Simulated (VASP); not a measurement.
Here is a VASP 6.6.1 calculation.

Contents of INCAR:

```
SYSTEM = AlN
  ALGO = Normal
  EDIFF = 1E-6
  ENCUT = 520
  GGA = PS
  ISIF = 2
  ISMEAR = 0
  LASPH = .TRUE.
  LCHARG = .FALSE.
  LREAL = .FALSE.
  LWAVE = .FALSE.
  NBANDS = 16
  NELM = 60
  PREC = Accurate
  SIGMA = 0.05
```

The input KPOINTS:

```
k-points
0
G
  9 9 6
  0 0 0
```

Contents of POSCAR:

```
AlN
1.0
    3.3098663162      0.0000000000      0.0000000000
   -1.6549331581      2.8664283129      0.0000000000
    0.0000000000      0.0000000000      4.2177626467
Al N
2 2
Direct
    0.3333333333      0.6666666667      0.7500000000
    0.6666666667      0.3333333333      0.2500000000
    0.3333333333      0.6666666667      0.2500000000
    0.6666666667      0.3333333333      0.7500000000
```

Potentials or basis: VASP PAW PBE potentials, release 64 (Al, N).

Run with:

```console
$ cat potpaw_PBE.64/Al/POTCAR potpaw_PBE.64/N/POTCAR > POTCAR
$ mpirun -np 1 vasp_std > vasp.out
```

**Question.** Predict the pressure.

**Answer.** -4.4 GPa.

**Question.** Predict the band gap on the k mesh.

**Answer.** 3.12 eV, direct.

Stress tensor (GPa, compression positive):
```
-3.78  0.00  0.00
 0.00 -3.78  0.00
 0.00  0.00 -5.78
```

Caveat: the PAW data sets were made with another functional, which shifts forces and pressure a little.
